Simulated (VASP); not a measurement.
# SnSe2 (P-3m1) in VASP: further runs, part 2 of 2

VASP 6.6.1. Earlier steps stand in the parts before.

## Step 4: Single point, PBE+D3(BJ)

This run uses another cell than the first one, of 24.81 Å³/atom.

Contents of INCAR:

```
PREC     = Accurate       # precision mode
ENCUT    = 500            # plane-wave cutoff, eV
EDIFF    = 1E-6           # SCF threshold, eV
ISMEAR   = 0              # smearing method
SIGMA    = 0.03           # smearing width, eV
LREAL    = F              # projectors in reciprocal space
LASPH    = T              # aspherical terms in the spheres
NELM     = 120            # most SCF steps
ALGO     = Normal         # electronic algorithm
ISIF     = 2              # what is computed and relaxed
LWAVE    = F              # write WAVECAR
LCHARG   = F              # write CHGCAR
GGA      = PE             # functional
IVDW     = 12             # dispersion correction
NBANDS   = 20             # bands
GGA_COMPAT= F
```

Contents of KPOINTS:

```
Automatic mesh
0
Gamma
  12 12 6
```

Contents of POSCAR:

```
SnSe2
1.0
    3.8880000000      0.0000000000      0.0000000000
   -1.9440000000      3.3671067699      0.0000000000
    0.0000000000      0.0000000000      5.6854000000
Sn Se
1 2
Direct
    0.0000000000      0.0000000000      0.0000000000
    0.3333333333      0.6666666667      0.2651331237
    0.6666666667      0.3333333333      0.7348668763
```

Potentials or basis: VASP PAW PBE potentials, release 64 (Sn_d, Se).

Launch:

```sh
cat potpaw_PBE.64/Sn_d/POTCAR potpaw_PBE.64/Se/POTCAR > POTCAR
mpirun -np 1 vasp_std > vasp.out
```

OUTCAR:

```text
PREC = Accurate
   ENCUT = 500
   EDIFF = 1E-6
   ISMEAR = 0
   LREAL = F
   LASPH = T
   NELM = 120
   ISIF = 2
   GGA = PE
   IVDW = 12
 IVDW          = 12

 ion  position               nearest neighbor table
   1  0.000  0.000  0.000-   2 2.70   3 2.70   2 2.70   3 2.70   3 2.70   2 2.70
   2  0.333  0.667  0.265-   1 2.70   1 2.70   1 2.70
   3  0.667  0.333  0.735-   1 2.70   1 2.70   1 2.70

  LATTYP: Found a hexagonal cell.
 ALAT       =     3.8880000000
 C/A-ratio  =     1.4622942387

[... 744 lines left out ...]

 Edisp (eV)   -1.12767

 E8    (eV) :    -0.4938

  FORCE on cell =-STRESS in cart. coord.  units (eV):
  Direction    XX          YY          ZZ          XY          YZ          ZX
  --------------------------------------------------------------------------------------
  -------------------------------------------------------------------------------------
  Total       0.51750     0.51750     2.16628     0.00000     0.00000     0.00000
  in kB      11.13969    11.13969    46.63160     0.00000     0.00000     0.00000
  external pressure =       22.97 kB  Pullay stress =        0.00 kB

 VOLUME and BASIS-vectors are now :
 -----------------------------------------------------------------------------
  energy-cutoff  :      500.00
  volume of cell :       74.43
      direct lattice vectors                 reciprocal lattice vectors
     3.888000000  0.000000000  0.000000000     0.257201646  0.148495440  0.000000000
    -1.944000000  3.367106770  0.000000000     0.000000000  0.296990879  0.000000000
     0.000000000  0.000000000  5.685400000     0.000000000  0.000000000  0.175889119

 POSITION                                       TOTAL-FORCE (eV/Angst)
 -----------------------------------------------------------------------------------
      0.00000      0.00000      0.00000        -0.000000      0.000000      0.000000
     -0.00000      2.24474      1.50739         0.000000      0.000000      0.600193
      1.94400      1.12237      4.17801         0.000000     -0.000000     -0.600193
 -----------------------------------------------------------------------------------
    total drift:                               -0.000000      0.000000      0.000000

  FREE ENERGIE OF THE ION-ELECTRON SYSTEM (eV)
  ---------------------------------------------------
  free  energy   TOTEN  =       -12.8410107322 eV

  energy  without entropy=      -12.8410100575  energy(sigma->0) =      -12.84101039
```

OSZICAR:

```text
N       E                     dE             d eps       ncg     rms          rms(c)
DAV:   1     0.203189587001E+03    0.20319E+03   -0.11984E+04  4080   0.146E+03
DAV:   2     0.108879365088E+02   -0.19230E+03   -0.18500E+03  4232   0.381E+02
DAV:   3    -0.112050869754E+02   -0.22093E+02   -0.21544E+02  4864   0.112E+02
DAV:   4    -0.119612940960E+02   -0.75621E+00   -0.75482E+00  4668   0.217E+01
DAV:   5    -0.119789798994E+02   -0.17686E-01   -0.17684E-01  5400   0.352E+00    0.513E+00
DAV:   6    -0.117286640505E+02    0.25032E+00   -0.50836E-01  6016   0.734E+00    0.332E+00
DAV:   7    -0.117126238747E+02    0.16040E-01   -0.15817E-01  4684   0.245E+00    0.107E+00
DAV:   8    -0.117127591276E+02   -0.13525E-03   -0.12038E-02  4880   0.109E+00    0.282E-01
DAV:   9    -0.117132978914E+02   -0.53876E-03   -0.15309E-03  4536   0.303E-01    0.890E-02
DAV:  10    -0.117133082895E+02   -0.10398E-04   -0.11625E-04  5180   0.758E-02    0.331E-02
DAV:  11    -0.117133412037E+02   -0.32914E-04   -0.43661E-05  4392   0.382E-02    0.720E-03
DAV:  12    -0.117133418722E+02   -0.66852E-06   -0.27785E-06  4388   0.115E-02
   1 F= -.12841011E+02 E0= -.12841010E+02  d E =-.674702E-06
```

Wall time 2.6 min (1 thread of Intel Xeon 8259CL, shared host); peak memory 0.27 GiB.

Results:

- Free energy: -12.8410 eV
- Pressure: 2.3 GPa
- Largest force: 0.600 eV/Å
- Band gap on the k mesh: 0.15 eV (least direct gap 0.22 eV)
- Dispersion energy per atom: -0.376 eV

Forces on the atoms (eV/Å):
```
Sn   0.000  0.000  0.000
Se   0.000  0.000  0.600
Se   0.000  0.000 -0.600
```

Stress tensor (GPa, compression positive):
```
1.11 0.00 0.00
0.00 1.11 0.00
0.00 0.00 4.66
```

Levels at points of the mesh, in eV from the valence-band top:
| k point | band 11 | band 12 | band 13 | band 14 | band 15 | band 16 |
| --- | --- | --- | --- | --- | --- | --- |
| (0.00, 0.00, 0.00) | -1.20 | -1.20 | -0.03 | 0.19 | 2.22 | 4.04 |
| (0.50, 0.00, 0.00) | -3.39 | -1.98 | -0.72 | 0.80 | 3.17 | 4.61 |
| (0.00, 0.00, 0.50) | -1.54 | -0.86 | -0.86 | 1.89 | 2.16 | 3.49 |
| (0.50, 0.00, 0.50) | -2.19 | -1.52 | -1.52 | 0.66 | 3.79 | 4.46 |

Caveat: spin-orbit coupling is left out, which moves the levels of the heavy elements.

## Step 5: Single point, PBE+D3(BJ)

This run uses another cell than the first one, of 24.95 Å³/atom.

Contents of INCAR:

```
ALGO = Normal ; EDIFF = 1E-6
ENCUT = 500 ; GGA = PE
GGA_COMPAT = False ; ISIF = 2
ISMEAR = 0 ; IVDW = 12
LASPH = True ; LCHARG = False
LREAL = False ; LWAVE = False
NBANDS = 20 ; NELM = 120
PREC = Accurate ; SIGMA = 0.03
```

Contents of KPOINTS:

```
k-points
0
Gamma
  12 12 6
```

Contents of POSCAR:

```
SnSe2
1.0
    3.7920000000      0.0000000000      0.0000000000
   -1.8960000000      3.2839683311      0.0000000000
    0.0000000000      0.0000000000      6.0099097605
Sn Se
1 2
Direct
    0.0000000000      0.0000000000      0.0000000000
    0.3333333333      0.6666666667      0.2651331237
    0.6666666667      0.3333333333      0.7348668763
```

Potentials or basis: VASP PAW PBE potentials, release 64 (Sn_d, Se).

Launch:

```sh
cat potpaw_PBE.64/Sn_d/POTCAR potpaw_PBE.64/Se/POTCAR > POTCAR
mpirun -np 1 vasp_std > vasp.out
```

OUTCAR:

```text
EDIFF = 1E-6
   ENCUT = 500
   GGA = PE
   ISIF = 2
   ISMEAR = 0
   IVDW = 12
   LASPH = True
   LREAL = False
   NELM = 120
   PREC = Accurate
 IVDW          = 12

 ion  position               nearest neighbor table
   1  0.000  0.000  0.000-   2 2.71   3 2.71   2 2.71   3 2.71   3 2.71   2 2.71
   2  0.333  0.667  0.265-   1 2.71   1 2.71   1 2.71
   3  0.667  0.333  0.735-   1 2.71   1 2.71   1 2.71

  LATTYP: Found a hexagonal cell.
 ALAT       =     3.7920000000
 C/A-ratio  =     1.5848918145

  Lattice vectors:

 A1 = (   3.7920000000,   0.0000000000,   0.0000000000)
 A2 = (  -1.8960000000,   3.2839683311,   0.0000000000)
 A3 = (   0.0000000000,   0.0000000000,   6.0099097605)

Analysis of symmetry for initial positions (statically):
=====================================================================
 Subroutine PRICEL returns:
 Original cell was already a primitive cell.

 Routine SETGRP: Setting up the symmetry group for a
 hexagonal supercell.

[... 163 lines left out ...]
  ---------------------------------------------------
  free energy    TOTEN  =       -11.76555727 eV

  energy without entropy =      -11.76555727  energy(sigma->0) =      -11.76555727

 E-fermi :   4.8891     XC(G=0):  -9.6772

 val. band max:        4.6794019273   @ k =   0.0833   0.0833   0.0000
 cond. band min:       5.0807136821   @ k =   0.0000   0.4167   0.3333
 fundamental gap:      0.4013117548
 Fermi energy:         4.8890625467

 k-point     1 :       0.0000    0.0000    0.0000
  band No.  band energies     occupation
      1     -16.7323      2.00000
      2     -16.7323      2.00000
      3     -16.6917      2.00000
      4     -16.6796      2.00000
      5     -16.6796      2.00000
      6      -9.4270      2.00000
[... 541 lines left out ...]
     19      12.4270      0.00000
     20      13.4587      0.00000

 [... further k-points ...]

------------------------ aborting loop because EDIFF is reached ----------------------------------------

 Edisp (eV)   -1.12011

 E8    (eV) :    -0.4901

  FORCE on cell =-STRESS in cart. coord.  units (eV):
  Direction    XX          YY          ZZ          XY          YZ          ZX
  --------------------------------------------------------------------------------------
  -------------------------------------------------------------------------------------
  Total       0.98484     0.98484     0.63248    -0.00000     0.00000    -0.00000
  in kB      21.08350    21.08350    13.54006    -0.00000     0.00000    -0.00000
  external pressure =       18.57 kB  Pullay stress =        0.00 kB

 VOLUME and BASIS-vectors are now :
 -----------------------------------------------------------------------------
  energy-cutoff  :      500.00
  volume of cell :       74.84
      direct lattice vectors                 reciprocal lattice vectors
     3.792000000  0.000000000  0.000000000     0.263713080  0.152254818  0.000000000
    -1.896000000  3.283968331  0.000000000     0.000000000  0.304509636  0.000000000
     0.000000000  0.000000000  6.009909761     0.000000000  0.000000000  0.166391849

 POSITION                                       TOTAL-FORCE (eV/Angst)
 -----------------------------------------------------------------------------------
      0.00000      0.00000      0.00000        -0.000000      0.000000      0.000000
     -0.00000      2.18931      1.59343        -0.000000     -0.000000      0.149604
      1.89600      1.09466      4.41648         0.000000      0.000000     -0.149604
 -----------------------------------------------------------------------------------
    total drift:                               -0.000000      0.000000      0.000000

  FREE ENERGIE OF THE ION-ELECTRON SYSTEM (eV)
  ---------------------------------------------------
  free  energy   TOTEN  =       -12.8856635902 eV

  energy  without entropy=      -12.8856635902  energy(sigma->0) =      -12.88566359
```

It took 3.7 min on 1 thread of Intel Xeon 8259CL, shared host; peak memory 0.29 GiB.

What came out:

- Free energy: -12.8857 eV
- Pressure: 1.9 GPa
- Largest force: 0.150 eV/Å
- Band gap on the k mesh: 0.40 eV (least direct gap 1.04 eV)
- Dispersion energy per atom: -0.373 eV

Forces in eV/Å, atoms in the order of the input:
```
Sn   0.000  0.000  0.000
Se   0.000  0.000  0.150
Se   0.000  0.000 -0.150
```

Stress tensor (GPa, compression positive):
```
2.11 0.00 0.00
0.00 2.11 0.00
0.00 0.00 1.35
```

Caveat: spin-orbit coupling is left out, which moves the levels of the heavy elements. A k mesh can miss the band edges.

## Step 6: Overview

```tsv
cell	gap on the mesh (eV)	pressure (GPa)	largest force (eV/Å)
a = 3.744, b = 3.744, c = 6.010 Å, angles 90.0, 90.0, 120.0°, 3 atoms	0.46	3.9	0.30
a = 3.648, b = 3.648, c = 6.334 Å, angles 90.0, 90.0, 120.0°, 3 atoms	0.12	3.8	0.22
a = 3.888, b = 3.888, c = 5.685 Å, angles 90.0, 90.0, 120.0°, 3 atoms	0.15	2.3	0.60
a = 3.792, b = 3.792, c = 6.010 Å, angles 90.0, 90.0, 120.0°, 3 atoms	0.40	1.9	0.15
```

Alike in all rows: task single point; level PBE+D3(BJ); potentials or basis VASP PAW PBE potentials, release 64 (Sn_d, Se); no spin polarisation; k mesh 12 × 12 × 6; cutoff (eV) 500; smearing gaussian 0.03 eV.

Caveats: spin-orbit coupling is left out, which moves the levels of the heavy elements; the cell stands under pressure (at least some runs).

Total energies depend on the potentials used, so only differences within one code and one set of settings carry meaning.
